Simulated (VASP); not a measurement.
# PbS (I4/mmm) in VASP: notebook, part 2 of 2

VASP 6.6.1.

### Step 3. Single point, LDA (equal xx and yy strain of +1 %)

Input file INCAR:

```
SYSTEM = PbS
  PREC = Accurate
  ENCUT = 520
  EDIFF = 1E-7
  ISMEAR = -1
  SIGMA = 0.01
  LREAL = .FALSE.
  LASPH = .TRUE.
  NELM = 60
  ALGO = Normal
  ISIF = 2
  LWAVE = .FALSE.
  LCHARG = .FALSE.
  NBANDS = 17
```

Input file KPOINTS:

```
Automatic mesh
0
G
  8 8 8
  0 0 0
```

Input file POSCAR:

```
PbS
1.0
    0.0000000000      2.9946500000      2.9650000000
    2.9946500000      0.0000000000      2.9650000000
    2.9946500000      2.9946500000      0.0000000000
Pb S
1 1
Direct
    0.0000000000      0.0000000000      0.0000000000
    0.5000000000      0.5000000000      0.5000000000
```

Potentials or basis: VASP PAW LDA potentials, release 64 (Pb_d, S).

Run with:

```bash
$ cat potpaw_LDA.64/Pb_d/POTCAR potpaw_LDA.64/S/POTCAR > POTCAR
$ mpirun -np 1 vasp_std > vasp.out
```

OUTCAR:

```text
SYSTEM = PbS
   PREC = Accurate
   ENCUT = 520
   EDIFF = 1E-7
   ISMEAR = -1
   LREAL = .FALSE.
   LASPH = .TRUE.
   NELM = 60
   ISIF = 2

 ion  position               nearest neighbor table
   1  0.000  0.000  0.000-   2 2.96   2 2.96   2 2.99   2 2.99   2 2.99   2 2.99
   2  0.500  0.500  0.500-   1 2.96   1 2.96   1 2.99   1 2.99   1 2.99   1 2.99

  LATTYP: Found a body centered tetragonal cell.
 ALAT       =     4.2350746446
 C/A-ratio  =     1.4002114479

  Lattice vectors:

 A1 = (   0.0000000000,  -2.9946500000,  -2.9650000000)
 A2 = (   0.0000000000,   2.9946500000,  -2.9650000000)
 A3 = (   2.9946500000,   0.0000000000,   2.9650000000)

Analysis of symmetry for initial positions (statically):
=====================================================================
 Subroutine PRICEL returns:
 Original cell was already a primitive cell.

 Routine SETGRP: Setting up the symmetry group for a
 body centered tetragonal supercell.

 Subroutine GETGRP returns: Found 16 space group operations
 (whereof 16 operations were pure point group operations)
 out of a pool of 16 trial point group operations.

The static configuration has the point symmetry D_4h.

Analysis of symmetry for dynamics (positions and initial velocities):
=====================================================================
 Subroutine PRICEL returns:
 Original cell was already a primitive cell.

 Routine SETGRP: Setting up the symmetry group for a
 body centered tetragonal supercell.

 Subroutine GETGRP returns: Found 16 space group operations
 (whereof 16 operations were pure point group operations)
 out of a pool of 16 trial point group operations.

The dynamic configuration has the point symmetry D_4h.

 Subroutine INISYM returns: Found 16 space group operations
 (whereof 16 operations are pure point group operations),
 and found     1 'primitive' translations

----------------------------------------------------------------------------------------

[... 110 lines left out ...]
   IMIX   =      4    mixing-type and parameters
     AMIX     =   0.40;   BMIX     =  1.00
     AMIX_MAG =   1.60;   BMIX_MAG =  1.00
  volume/ion in A,a.u.               =      26.59       179.44
  Fermi-wavevector in a.u.,A,eV,Ry     =   1.181687  2.233065 18.998968  1.396385
  Thomas-Fermi vector in A             =   2.317956
   LORBIT       =      0    0 simple, 1 ext, 2 COOP (PROOUT), +10 PAW based schemes
   GGA     = CA    functional components
   LHFCALC =     F    Hartree Fock is set to
   AEXX    =    0.0000 exact exchange contribution
   IVDW    =     0    specifies the selected vdW correction
   LEPSILON=     F    determine dielectric tensor
   LRPA    =     F    only Hartree local field effects (RPA)
 non-spin polarized calculation
  energy-cutoff  :      520.00
  volume of cell :       53.18
 maximum number of plane-waves:      1451
   NGX = 15   NGY = 15   NGZ = 15

 number of electron      20.0000001 magnetization

 Free energy of the ion-electron system (eV)
  ---------------------------------------------------
  ext. energy  EPLUGINS =         0.00000000
  ---------------------------------------------------
  free energy    TOTEN  =        -9.96223425 eV

  energy without entropy =       -9.96223424  energy(sigma->0) =       -9.96223425

 E-fermi :   5.4634     XC(G=0):  -9.9418

 val. band max:        5.3280370096   @ k =   0.5000   0.0000   0.0000
 cond. band min:       5.5988902036   @ k =   0.5000   0.0000   0.0000
 fundamental gap:      0.2708531940
 Fermi energy:         5.4634406842

 k-point     1 :       0.0000    0.0000    0.0000
  band No.  band energies     occupation
      1     -11.4001      2.00000
      2     -11.3978      2.00000
      3     -11.3978      2.00000
      4     -11.3921      2.00000
      5     -11.3860      2.00000
      6      -8.0551      2.00000
[... 457 lines left out ...]
      4     -11.3709      2.00000
      5     -11.3574      2.00000
      6      -7.1327      2.00000
[... 9 lines left out ...]
     16      15.0319      0.00000
     17      16.8789      0.00000

 [... further k-points ...]

------------------------ aborting loop because EDIFF is reached ----------------------------------------

  FORCE on cell =-STRESS in cart. coord.  units (eV):
  Direction    XX          YY          ZZ          XY          YZ          ZX
  --------------------------------------------------------------------------------------
  -------------------------------------------------------------------------------------
  Total       -1.2911734     -1.2911734     -0.9241307      0.0000000      0.0000000      0.0000000
  in kB      -38.8998849    -38.8998849    -27.8417888      0.0000000      0.0000000      0.0000000
  external PRESSURE =     -35.2138529 kB  Pullay stress =       0.0000000 kB

 VOLUME and BASIS-vectors are now :
 -----------------------------------------------------------------------------
  energy-cutoff  :      520.00
  volume of cell :       53.18
      direct lattice vectors                 reciprocal lattice vectors
     0.000000000  2.994650000  2.965000000    -0.166964420  0.166964420  0.168634064
     2.994650000  0.000000000  2.965000000     0.166964420 -0.166964420  0.168634064
     2.994650000  2.994650000  0.000000000     0.166964420  0.166964420 -0.168634064

 POSITION                                       TOTAL-FORCE (eV/Angst)
 -----------------------------------------------------------------------------------
      0.00000      0.00000      0.00000         0.000000     -0.000000      0.000000
      2.99465      2.99465      2.96500        -0.000000      0.000000     -0.000000
 -----------------------------------------------------------------------------------
    total drift:                                0.000000     -0.000000     -0.000000

  FREE ENERGIE OF THE ION-ELECTRON SYSTEM (eV)
  ---------------------------------------------------
  free  energy   TOTEN  =        -9.9622342490 eV

  energy  without entropy=       -9.9622342430  energy(sigma->0) =       -9.96223425
```

stdout:

```text
POSCAR found type information on POSCAR PbS
 POSCAR found :  2 types and       2 ions
 scaLAPACK will be used
 LDA part: xc-table for (Slater(with rela. corr.)+CA(PZ))
 , standard interpolation
 POSCAR, INCAR and KPOINTS ok, starting setup
 FFT: planning ... GRIDC
 FFT: planning ... GRID_SOFT
 FFT: planning ... GRID
 WAVECAR not read
 entering main loop
```

Run time: 57 s. Hardware: 1 thread of Intel Xeon 8259CL, shared host; peak memory 0.19 GiB.

Results:

```
Free energy            : -9.9622 eV
Pressure               : -3.5 GPa
Band gap on the k mesh : 0.27 eV
```

Levels at points of the mesh, in eV from the valence-band top:
| k point | band 8 | band 9 | band 10 | band 11 | band 12 | band 13 |
| --- | --- | --- | --- | --- | --- | --- |
| (0.00, 0.00, 0.00) | -2.11 | -2.02 | -2.02 | 4.96 | 4.96 | 5.18 |
| (0.50, 0.00, 0.00) | -1.67 | -1.65 | 0.00 | 0.27 | 1.86 | 1.92 |
| (0.50, 0.50, 0.00) | -5.09 | -3.34 | -3.34 | 3.80 | 5.47 | 5.47 |
| (0.50, 0.00, 0.50) | -5.07 | -3.37 | -3.27 | 3.84 | 5.38 | 5.42 |

Caveat: the cell differs from its parent crystal (equal xx and yy strain of +1 %); the cell stands under tension; spin-orbit coupling is left out, which moves the levels of the heavy elements.

### Step 4. Single point, LDA (zz strain of +3 %)

Input file INCAR:

```
PREC = Accurate
ENCUT = 520
EDIFF = 1E-7
ISMEAR = -1
SIGMA = 0.01
LREAL = False
LASPH = True
NELM = 100
ALGO = Normal
ISIF = 2
LWAVE = False
LCHARG = True
LELF = True
LVHAR = True
NBANDS = 17
```

Input file KPOINTS:

```
Automatic mesh
0
Gamma
  8 8 8
```

Input file POSCAR:

```
PbS
1.0
    0.0000000000      2.9650000000      3.0539500000
    2.9650000000      0.0000000000      3.0539500000
    2.9650000000      2.9650000000      0.0000000000
Pb S
1 1
Direct
    0.0000000000      0.0000000000      0.0000000000
    0.5000000000      0.5000000000      0.5000000000
```

Run with:

```bash
$ cat potpaw_LDA.64/Pb_d/POTCAR potpaw_LDA.64/S/POTCAR > POTCAR
$ mpirun -np 1 vasp_std > vasp.out
```

Wall time 51 s (1 thread of Intel Xeon 8259CL, shared host); peak memory 0.19 GiB.

It converged, with:

| Item | Value |
| --- | --- |
| Free energy | -9.9418 eV |
| Pressure | -3.9 GPa |
| Band gap on the k mesh | 0.28 eV |

Stress tensor (GPa, compression positive):
```
-2.92  0.00  0.00
 0.00 -2.92  0.00
 0.00  0.00 -5.80
```

Levels at points of the mesh, in eV from the valence-band top:
```csv
k point,band 7,band 8,band 9,band 10,band 11,band 12,band 13,band 14
"(0.00, 0.00, 0.00)",-6.11,-2.09,-2.09,-1.86,4.58,5.22,5.22,6.61
"(0.50, 0.00, 0.00)",-8.76,-1.66,-1.60,0.00,0.28,1.83,1.99,8.44
"(0.50, 0.50, 0.00)",-7.12,-4.97,-3.23,-3.23,3.94,5.16,5.58,5.58
"(0.50, 0.00, 0.50)",-7.27,-5.02,-3.44,-3.14,3.82,5.11,5.49,5.72
```

Caveat: the cell differs from its parent crystal (zz strain of +3 %); the cell stands under tension; spin-orbit coupling is left out, which moves the levels of the heavy elements. A k mesh can miss the band edges.

### Step 5. Single point, LDA (equal xx and yy strain of +2 %)

Input file INCAR:

```
PREC = Accurate ; ENCUT = 520
EDIFF = 1E-7 ; ISMEAR = -1
SIGMA = 0.01 ; LREAL = F
LASPH = T ; NELM = 60
ALGO = Normal ; ISIF = 2
LWAVE = F ; LCHARG = F
NBANDS = 17
```

Input file KPOINTS:

```
regular mesh
0
Gamma
  8 8 8
```

Input file POSCAR:

```
PbS
1.0
    0.0000000000      3.0243000000      2.9650000000
    3.0243000000      0.0000000000      2.9650000000
    3.0243000000      3.0243000000      0.0000000000
Pb S
1 1
Direct
    0.0000000000      0.0000000000      0.0000000000
    0.5000000000      0.5000000000      0.5000000000
```

Potentials or basis: VASP PAW LDA potentials, release 64 (Pb_d, S).

Run with:

```bash
$ cat potpaw_LDA.64/Pb_d/POTCAR potpaw_LDA.64/S/POTCAR > POTCAR
$ mpirun -np 1 vasp_std > vasp.out
```

OUTCAR:

```text
PREC = Accurate
   ENCUT = 520
   EDIFF = 1E-7
   ISMEAR = -1
   LREAL = F
   LASPH = T
   NELM = 60
   ISIF = 2

 ion  position               nearest neighbor table
   1  0.000  0.000  0.000-   2 2.96   2 2.96   2 3.02   2 3.02   2 3.02   2 3.02
   2  0.500  0.500  0.500-   1 2.96   1 2.96   1 3.02   1 3.02   1 3.02   1 3.02

  LATTYP: Found a body centered tetragonal cell.
 ALAT       =     4.2770060767
 C/A-ratio  =     1.3864838847

  Lattice vectors:

[... 667 lines left out ...]

  FORCE on cell =-STRESS in cart. coord.  units (eV):
  Direction    XX          YY          ZZ          XY          YZ          ZX
  --------------------------------------------------------------------------------------
  -------------------------------------------------------------------------------------
  Total       -1.7213552     -1.7213552     -1.0346343      0.0000000      0.0000000      0.0000000
  in kB      -50.8483231    -50.8483231    -30.5627914      0.0000000      0.0000000      0.0000000
  external PRESSURE =     -44.0864792 kB  Pullay stress =       0.0000000 kB

 VOLUME and BASIS-vectors are now :
 -----------------------------------------------------------------------------
  energy-cutoff  :      520.00
  volume of cell :       54.24
      direct lattice vectors                 reciprocal lattice vectors
     0.000000000  3.024300000  2.965000000    -0.165327514  0.165327514  0.168634064
     3.024300000  0.000000000  2.965000000     0.165327514 -0.165327514  0.168634064
     3.024300000  3.024300000  0.000000000     0.165327514  0.165327514 -0.168634064

 POSITION                                       TOTAL-FORCE (eV/Angst)
 -----------------------------------------------------------------------------------
      0.00000      0.00000      0.00000         0.000000     -0.000000      0.000000
      3.02430      3.02430      2.96500        -0.000000      0.000000      0.000000
 -----------------------------------------------------------------------------------
    total drift:                                0.000000     -0.000000     -0.000000

  FREE ENERGIE OF THE ION-ELECTRON SYSTEM (eV)
  ---------------------------------------------------
  free  energy   TOTEN  =        -9.9330115072 eV

  energy  without entropy=       -9.9330115068  energy(sigma->0) =       -9.93301151
```

Run time: 62 s. Hardware: 1 thread of Intel Xeon 8259CL, shared host; peak memory 0.19 GiB.

What came out:

```yaml
Free_energy: -9.9330 eV
Pressure: -4.4 GPa
Band_gap_on_the_k_mesh: 0.33 eV
```

Stress tensor (GPa, compression positive):
```
-5.08  0.00  0.00
 0.00 -5.08  0.00
 0.00  0.00 -3.06
```

Caveat: the cell differs from its parent crystal (equal xx and yy strain of +2 %); the cell stands under tension; spin-orbit coupling is left out, which moves the levels of the heavy elements. A k mesh can miss the band edges.

### Step 6. Overview

| cell | gap on the mesh (eV) | pressure (GPa) |
| --- | --- | --- |
| a = 4.214, b = 4.214, c = 4.193 Å, angles 60.2, 60.2, 59.7°, 2 atoms | 0.24 | -3.0 |
| a = 4.214, b = 4.214, c = 4.235 Å, angles 59.8, 59.8, 60.3°, 2 atoms | 0.27 | -3.5 |
| a = 4.257, b = 4.257, c = 4.193 Å, angles 60.5, 60.5, 59.0°, 2 atoms | 0.28 | -3.9 |
| a = 4.235, b = 4.235, c = 4.277 Å, angles 59.7, 59.7, 60.7°, 2 atoms | 0.33 | -4.4 |

Alike in all rows: task single point; level LDA; potentials or basis VASP PAW LDA potentials, release 64 (Pb_d, S); no spin polarisation; k mesh 8 × 8 × 8; cutoff (eV) 520; smearing fermi-dirac 0.01 eV.

Caveats: the cell stands under tension; spin-orbit coupling is left out, which moves the levels of the heavy elements.

Absolute energies hang on the potentials; compare differences alone.
